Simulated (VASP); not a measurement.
# ZnS (Wurtzite-2H) (P1) in VASP: further runs

Runs on ZnS (Wurtzite-2H). Level: r2SCAN. Tasks: single point.

Everything below comes from runs of VASP 6.6.1. Logs are shortened: lines on timing, memory, paths and dates and some standing lists are left out, and cuts for length are marked.

## Step 1: The cell of the first run

The typed cell holds 4 atoms: a = 3.811 Å, b = 3.811 Å, c = 6.234 Å, α = 90.00°, β = 90.00°, γ = 120.00°.

## Step 2: Single point, r2SCAN

The input, POSCAR:

```
ZnS
1.0
    3.8110000000      0.0000000000      0.0000000000
   -1.9055000000      3.3004228100      0.0000000000
    0.0000000000      0.0000000000      6.2340000000
Zn S
2 2
Direct
    0.3294561162      0.6631148586      0.0019955987
    0.6671931291      0.3343775858      0.5007318904
    0.3359188272      0.6758196305      0.3799970272
    0.6709143720      0.3292940328      0.8844407632
```

The input, INCAR.step1:

```
SYSTEM = ZnS
  PREC = Accurate
  ENCUT = 550
  ISMEAR = 0
  SIGMA = 0.1
  LREAL = .FALSE.
  LASPH = .TRUE.
  NELM = 120
  NBANDS = 26
  GGA = PE
  ALGO = Normal
  EDIFF = 1E-5
  LWAVE = .TRUE.
  LCHARG = .FALSE.
  GGA_COMPAT = .FALSE.
```

The input, INCAR.step2:

```
SYSTEM = ZnS
  PREC = Accurate
  ENCUT = 550
  EDIFF = 1E-6
  ISMEAR = 0
  SIGMA = 0.1
  LREAL = .FALSE.
  LASPH = .TRUE.
  NELM = 120
  ALGO = Normal
  ISIF = 2
  LWAVE = .FALSE.
  LCHARG = .FALSE.
  METAGGA = R2SCAN
  LMIXTAU = .TRUE.
  NBANDS = 26
  ISTART = 1
  GGA_COMPAT = .FALSE.
```

The input, KPOINTS:

```
regular mesh
0
G
  2 2 1
  0 0 0
```

Potentials or basis: VASP PAW PBE potentials, release 64 (Zn, S).

Run with:

```
> cat potpaw_PBE.64/Zn/POTCAR potpaw_PBE.64/S/POTCAR > POTCAR
> cp INCAR.step1 INCAR
> mpirun -np 1 vasp_std > vasp.out
> cp INCAR.step2 INCAR
> mpirun -np 1 vasp_std > vasp.out
```

OUTCAR:

```text
SYSTEM = ZnS
   PREC = Accurate
   ENCUT = 550
   EDIFF = 1E-6
   ISMEAR = 0
   LREAL = .FALSE.
   LASPH = .TRUE.
   NELM = 120
   ISIF = 2
   METAGGA = R2SCAN
   ISTART = 1

 ion  position               nearest neighbor table
   1  0.329  0.663  0.002-   4 2.29   4 2.32   4 2.35   3 2.36
   2  0.667  0.334  0.501-   3 2.30   3 2.33   3 2.34   4 2.39
   3  0.336  0.676  0.380-   2 2.30   2 2.33   2 2.34   1 2.36
   4  0.671  0.329  0.884-   1 2.29   1 2.32   1 2.35   2 2.39

  LATTYP: Found a hexagonal cell.
 ALAT       =     3.8110000000
 C/A-ratio  =     1.6357911309

  Lattice vectors:

 A1 = (   3.8110000000,   0.0000000000,   0.0000000000)
 A2 = (  -1.9055000000,   3.3004228100,   0.0000000000)
 A3 = (   0.0000000000,   0.0000000000,   6.2340000000)

Analysis of symmetry for initial positions (statically):
=====================================================================
 Subroutine PRICEL returns:
 Original cell was already a primitive cell.

 Routine SETGRP: Setting up the symmetry group for a
 hexagonal supercell.

 Subroutine GETGRP returns: Found  1 space group operations
 (whereof  1 operations were pure point group operations)
 out of a pool of 24 trial point group operations.

The static configuration has the point symmetry C_1 .

Analysis of symmetry for dynamics (positions and initial velocities):
=====================================================================
 Subroutine PRICEL returns:
 Original cell was already a primitive cell.

 Routine SETGRP: Setting up the symmetry group for a
 hexagonal supercell.

 Subroutine GETGRP returns: Found  1 space group operations
 (whereof  1 operations were pure point group operations)
 out of a pool of 24 trial point group operations.

The dynamic configuration has the point symmetry C_1 .

 Subroutine INISYM returns: Found  1 space group operations
 (whereof  1 operations are pure point group operations),
 and found     1 'primitive' translations

----------------------------------------------------------------------------------------

                                     Primitive cell

  volume of cell :      78.4107

  direct lattice vectors                    reciprocal lattice vectors
     3.811000000  0.000000000  0.000000000     0.262398321  0.151495741  0.000000000
    -1.905500000  3.300422810  0.000000000     0.000000000  0.302991482  0.000000000
     0.000000000  0.000000000  6.234000000     0.000000000  0.000000000  0.160410651

  length of vectors
     3.811000000  3.810999997  6.234000000     0.302991482  0.302991482  0.160410651

  position of ions in fractional coordinates (direct lattice)
     0.329456116  0.663114859  0.001995599
     0.667193129  0.334377586  0.500731890
     0.335918827  0.675819631  0.379997027
     0.670914372  0.329294033  0.884440763

  ion indices of the primitive-cell ions
   primitive index   ion index
                 1           1
                 2           2
                 3           3
                 4           4

----------------------------------------------------------------------------------------

 KPOINTS: regular mesh

Automatic generation of k-mesh.
 Grid dimensions read from file:
 generate k-points for:    2    2    1

 Generating k-lattice:

  Cartesian coordinates                     Fractional coordinates (reciprocal lattice)
     0.131199160  0.075747871  0.000000000     0.500000000  0.000000000  0.000000000
     0.000000000  0.151495741  0.000000000     0.000000000  0.500000000  0.000000000
     0.000000000  0.000000000  0.160410651     0.000000000  0.000000000  1.000000000

  Length of vectors
     0.151495741  0.151495741  0.160410651

  Shift w.r.t. Gamma in fractional coordinates (k-lattice)
     0.000000000  0.000000000  0.000000000

 Subroutine IBZKPT returns following result:
 ===========================================

 Found      4 irreducible k-points:

 Following reciprocal coordinates:
            Coordinates               Weight
  0.000000  0.000000  0.000000      1.000000
  0.500000  0.000000  0.000000      1.000000
  0.000000  0.500000  0.000000      1.000000
  0.500000  0.500000  0.000000      1.000000
   k-points           NKPTS =      4   k-points in BZ     NKDIM =      4   number of bands    NBANDS=     26
   number of dos      NEDOS =    301   number of ions     NIONS =      4
   total plane-waves  NPLWV =  43200
   dimension x,y,z NGX =    30 NGY =   30 NGZ =   48
   dimension x,y,z NGXF=    60 NGYF=   60 NGZF=   96
   ions per type =               2   2
   NGX,Y,Z   is equivalent  to a cutoff of  13.09, 13.09, 12.80 a.u.
   NGXF,Y,Z  is equivalent  to a cutoff of  26.17, 26.17, 25.60 a.u.
 SYSTEM =  ZnS
   PREC   = accura    normal or accurate (medium, high low for compatibility)
   ISTART =      1    job   : 0-new  1-cont  2-samecut
   ICHARG =      0    charge: 1-file 2-atom 10-const
   ISPIN  =      1    spin polarized calculation?
   LNONCOLLINEAR =      F non collinear calculations
   LSORBIT =      F    spin-orbit coupling
   LASPH  =      T    aspherical Exc in radial PAW
   ENCUT  =  550.0 eV  40.42 Ry    6.36 a.u.   7.29  7.29 11.92*2*pi/ulx,y,z
   NELM   =    120;   NELMIN=  2; NELMDL=  0     # of ELM steps
   EDIFF  = 0.1E-05   stopping-criterion for ELM
   LREAL  =      F    real-space projection
   EDIFFG = 0.1E-04   stopping-criterion for IOM
   NSW    =      0    number of steps for IOM
   IBRION =     -1    ionic relax: 0-MD 1-quasi-New 2-CG
   NFREE  =      0    steps in history (QN), initial steepest desc. (CG)
   ISIF   =      2    stress and relaxation
   ISYM   =      2    0-nonsym 1-usesym 2-fastsym
   POTIM  = 0.5000    time-step for ionic-motion
   TEBEG  =    0.0;   TEEND  =   0.0 temperature during run
   PSTRESS=    0.0 pullay stress
   NELECT =      36.0000    total number of electrons
   NUPDOWN=      -1.0000    fix difference up-down
   EMIN   =  10.00;   EMAX   =-10.00  energy-range for DOS
   EFERMI =   0.00;   METHOD = LEGACY
   ISMEAR =     0;   SIGMA  =   0.10  broadening in eV -4-tet -1-fermi 0-gaus
   EFERMI_NEDOS =   21; number of points for ismear=-14 and -15
   IALGO  =     38    algorithm
   IMIX   =      4    mixing-type and parameters
     AMIX     =   0.40;   BMIX     =  1.00
     AMIX_MAG =   1.60;   BMIX_MAG =  1.00
  volume/ion in A,a.u.               =      19.60       132.29
  Fermi-wavevector in a.u.,A,eV,Ry     =   1.262943  2.386617 21.701647  1.595026
  Thomas-Fermi vector in A             =   2.396326
   LORBIT       =      0    0 simple, 1 ext, 2 COOP (PROOUT), +10 PAW based schemes
   METAGGA = R2SCAN    functional components
   LHFCALC =     F    Hartree Fock is set to
   AEXX    =    0.0000 exact exchange contribution
   IVDW    =     0    specifies the selected vdW correction
   LEPSILON=     F    determine dielectric tensor
   LRPA    =     F    only Hartree local field effects (RPA)
 non-spin polarized calculation
 Gauss-broadening in eV      SIGMA  =   0.10
  energy-cutoff  :      550.00
  volume of cell :       78.41
 maximum number of plane-waves:      2297
 NGX is ok and might be reduce to    30
   NGX = 15   NGY = 15   NGZ = 23

 number of electron      36.0000000 magnetization

 Free energy of the ion-electron system (eV)
  ---------------------------------------------------
  ext. energy  EPLUGINS =         0.00000000
  ---------------------------------------------------
  free energy    TOTEN  =       -36.72595963 eV

  energy without entropy =      -36.72595963  energy(sigma->0) =      -36.72595963

 E-fermi :   2.5076     XC(G=0): -10.2669

 val. band max:        2.0129877172   @ k =   0.0000   0.0000   0.0000
 cond. band min:       4.7764509785   @ k =   0.0000   0.0000   0.0000
 fundamental gap:      2.7634632613
 Fermi energy:         2.5076395511

 k-point     1 :       0.0000    0.0000    0.0000
  band No.  band energies     occupation
      1     -11.7041      2.00000
      2     -10.7370      2.00000
      3      -4.6670      2.00000
      4      -4.6446      2.00000
      5      -4.6287      2.00000
      6      -4.5847      2.00000
[... 18 lines left out ...]
     25      10.2482      0.00000
     26      11.8799      0.00000

 k-point     2 :       0.5000    0.0000    0.0000
  band No.  band energies     occupation
      1     -10.7359      2.00000
      2     -10.4053      2.00000
      3      -4.6158      2.00000
      4      -4.5180      2.00000
      5      -4.3704      2.00000
      6      -4.3372      2.00000
[... 18 lines left out ...]
     25      11.5930      0.00000
     26      14.0566      0.00000

 k-point     3 :       0.0000    0.5000    0.0000
  band No.  band energies     occupation
      1     -10.7242      2.00000
      2     -10.4171      2.00000
      3      -4.6151      2.00000
      4      -4.5146      2.00000
      5      -4.3543      2.00000
      6      -4.3397      2.00000
[... 18 lines left out ...]
     25      11.5314      0.00000
     26      14.0676      0.00000

 k-point     4 :       0.5000    0.5000    0.0000
  band No.  band energies     occupation
      1     -10.7636      2.00000
      2     -10.3893      2.00000
      3      -4.6195      2.00000
      4      -4.5420      2.00000
      5      -4.3860      2.00000
      6      -4.3621      2.00000
[... 18 lines left out ...]
     25      11.6722      0.00000
     26      14.0427      0.00000

------------------------ aborting loop because EDIFF is reached ----------------------------------------

  FORCE on cell =-STRESS in cart. coord.  units (eV):
  Direction    XX          YY          ZZ          XY          YZ          ZX
  --------------------------------------------------------------------------------------
  -------------------------------------------------------------------------------------
  Total        2.8317029      3.2204049     -3.3964800      0.2547649      0.1198516      0.1034824
  in kB       57.8606007     65.8030068    -69.4007743      5.2056478      2.4489454      2.1144713
  external PRESSURE =      18.0876111 kB  Pullay stress =       0.0000000 kB

 VOLUME and BASIS-vectors are now :
 -----------------------------------------------------------------------------
  energy-cutoff  :      550.00
  volume of cell :       78.41
      direct lattice vectors                 reciprocal lattice vectors
     3.811000000  0.000000000  0.000000000     0.262398321  0.151495741  0.000000000
    -1.905500000  3.300422810  0.000000000     0.000000000  0.302991482  0.000000000
     0.000000000  0.000000000  6.234000000     0.000000000  0.000000000  0.160410651

 POSITION                                       TOTAL-FORCE (eV/Angst)
 -----------------------------------------------------------------------------------
     -0.00801      2.18856      0.01244         0.211598      0.005300      0.229125
      1.90552      1.10359      3.12156        -0.037340      0.174249      0.329982
     -0.00759      2.23049      2.36890         0.069244     -0.222467     -0.132119
      1.92938      1.08681      5.51360        -0.243502      0.042918     -0.426988
 -----------------------------------------------------------------------------------
    total drift:                                0.006589     -0.006313     -0.009141

  FREE ENERGIE OF THE ION-ELECTRON SYSTEM (eV)
  ---------------------------------------------------
  free  energy   TOTEN  =       -36.7259596288 eV

  energy  without entropy=      -36.7259596288  energy(sigma->0) =      -36.72595963
```

It took 33 s on 1 thread of Intel Xeon Platinum 8488C (Sapphire Rapids), shared host; peak memory 0.2 GiB.

Results:

* Free energy: -36.7260 eV
* Pressure: 1.8 GPa
* Largest force: 0.493 eV/Å
* Band gap on the k mesh: 2.76 eV, direct

Forces in eV/Å, atoms in the order of the input:
```
Zn   0.212  0.005  0.229
Zn  -0.037  0.174  0.330
S    0.069 -0.222 -0.132
S   -0.244  0.043 -0.427
```

Stress tensor (GPa, compression positive):
```
 5.79  0.52  0.21
 0.52  6.58  0.24
 0.21  0.24 -6.94
```

Levels at points of the mesh, in eV from the valence-band top:
| k point | band 14 | band 15 | band 16 | band 17 | band 18 | band 19 | band 20 | band 21 | band 22 | band 23 |
| --- | --- | --- | --- | --- | --- | --- | --- | --- | --- | --- |
| (0.00, 0.00, 0.00) | -0.96 | -0.86 | -0.03 | -0.01 | 0.00 | 2.76 | 3.48 | 6.70 | 6.73 | 7.04 |
| (0.50, 0.00, 0.00) | -4.29 | -3.29 | -2.33 | -1.68 | -0.98 | 3.95 | 4.75 | 5.45 | 7.43 | 7.97 |
| (0.00, 0.50, 0.00) | -4.34 | -3.27 | -2.33 | -1.72 | -0.98 | 3.94 | 4.78 | 5.55 | 7.44 | 7.89 |
| (0.50, 0.50, 0.00) | -4.21 | -3.36 | -2.34 | -1.58 | -0.98 | 3.90 | 4.67 | 5.30 | 7.42 | 8.09 |

Caveat: the k points lie up to 1.01 Å⁻¹ apart; the PAW data sets were made with another functional, which shifts forces and pressure a little.

(Continued in part 2 of 2.)
